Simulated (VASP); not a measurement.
The system is TiC.

```
Ti C
1.0
     0.00000    2.20819    2.20819
     2.20819    0.00000    2.20819
     2.20819    2.20819    0.00000
Ti C
1 1
Direct
  0.00000 0.00000 0.00000
  0.50000 0.50000 0.50000
```

Base run:

```yaml
Program: VASP 6.6.1
Functional: BLYP
Potentials_or_basis: VASP PAW PBE potentials, release 64 (Ti_sv, C)
Cutoff: 520 eV
k_mesh: 11 × 11 × 11
Occupations: fermi-dirac, width 0.05 eV
Spin: no spin polarisation
```

Its results: band gap on the k mesh zero (band 8 reaches 9.83 eV, above the bottom of band 9 at 8.78 eV); pressure -5.0 GPa.

Task: The run is repeated on the same cell with these changes: functional from BLYP to PBEsol. What comes out?

Result: Band gap on the k mesh zero (band 8 reaches 9.27 eV, above the bottom of band 9 at 8.23 eV); pressure -18.8 GPa.

PBEsol binds more tightly than BLYP, so the same cell stands under less pressure.

Caveats: the PAW data sets were made with another functional, which shifts forces and pressure a little.
